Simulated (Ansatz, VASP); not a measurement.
# Two plane-wave programs on MgO

```
CELL_PARAMETERS angstrom
3.28822 0.00000 0.00000
-1.64411 2.84768 0.00000
0.00000 0.00000 5.23574
ATOMIC_POSITIONS crystal
Mg 0.33333 0.66667 0.99538
Mg 0.66667 0.33333 0.49538
O 0.33333 0.66667 0.37962
O 0.66667 0.33333 0.87962
```

Change from the starting cell: uniaxial_z strain +4.0%.

Alike in both runs: task single point; functional r2SCAN; k mesh 12 × 12 × 6; no spin polarisation.

|  | VASP | Ansatz |
| --- | --- | --- |
| version | VASP 6.6.1 | Ansatz 0.2.0 |
| potentials or method | VASP PAW PBE potentials, release 64 (Mg, O) | plane waves, PAW |
| plane-wave cutoff (eV) | 520 | 500 |
| occupations | gaussian, width 0.01 eV | fixed |
| valence electrons in the cell | 16 | 32 |

Ansatz gave:

```
gap on the k mesh at the Fermi level (eV)                     : 4.14
pressure (GPa)                                                : -4.1
traceless stress, the component that is largest in VASP (GPa) : -1.54
```

Task: Which values does VASP return?

Result: gap on the k mesh at the Fermi level (eV): 4.13; pressure (GPa): -4.7; traceless stress, the component that is largest in VASP (GPa): -1.53.

VASP's potentials were made for PBE, not for r2SCAN. VASP's potentials hold 16 valence electrons a cell and Ansatz's 32, so a difference there can come from the potentials and not from the codes.
